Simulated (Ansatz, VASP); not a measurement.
Br in VASP and in Ansatz

```
Br
1.0
     3.36325   -2.32255    0.00000
     3.36325    2.32255    0.00000
     0.00000    0.00000    8.70230
Br
4
Direct
  0.86510 0.13490 0.10990
  0.63490 0.36510 0.60990
  0.13490 0.86510 0.89010
  0.36510 0.63490 0.39010
```

Alike in both runs: task relaxation of the atoms; functional PBE; dispersion D3(BJ); k mesh 8 × 8 × 4; occupations gaussian, width 0.02 eV; no spin polarisation.

|  | VASP | Ansatz |
| --- | --- | --- |
| version | VASP 6.6.1 | Ansatz 0.2.0 |
| potentials or method | VASP PAW PBE potentials, release 64 (Br), cutoff 520 eV | scalar-relativistic, plane waves, PAW |
| valence electrons in the cell | 28 | 28 |

```tsv
	VASP	Ansatz	Ansatz less VASP
gap on the k mesh at the Fermi level, each at its own relaxed structure (eV)	1.60	1.60	-0.001
```

Ansatz's warnings: stress scf threshold loose.
